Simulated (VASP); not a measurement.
**Ti: single point with PBE**

The system is Ti.

```
Ti
1.0
     2.93841    0.00000    0.00000
    -1.46920    2.54474    0.00000
     0.00000    0.00000    4.65298
Ti
2
Direct
  0.33333 0.66667 0.25000
  0.66667 0.33333 0.75000
```

```json
{"Program": "VASP 6.6.1", "Task": "single point", "Functional": "PBE", "Potentials or basis": "VASP PAW PBE potentials, release 64 (Ti_sv)", "Cutoff": "520 eV", "k mesh": "13 × 13 × 7", "Occupations": "methfessel-paxton, width 0.2 eV", "Spin": "no spin polarisation", "Dipole correction": "no", "Further INCAR settings": "ALGO = Normal; EDIFF = 1e-07; NBANDS = 19"}
```

| Property | Result |
| --- | --- |
| Pressure | -0.3 GPa |
| Band gap on the k mesh | zero (band 12 reaches 9.09 eV, above the bottom of band 13 at 7.99 eV) |

Levels at points of the mesh, in eV from the Fermi level:
| k point | band 9 | band 10 | band 11 | band 12 | band 13 | band 14 | band 15 | band 16 |
| --- | --- | --- | --- | --- | --- | --- | --- | --- |
| (0.00, 0.00, 0.00) | -6.22 | -2.70 | 0.75 | 0.76 | 0.76 | 0.87 | 1.25 | 1.25 |

Wall time 26 s on 1 thread of Intel(R) Xeon(R) Platinum 8488C (Sapphire Rapids), with other jobs on the host, peak memory 0.18 GiB.
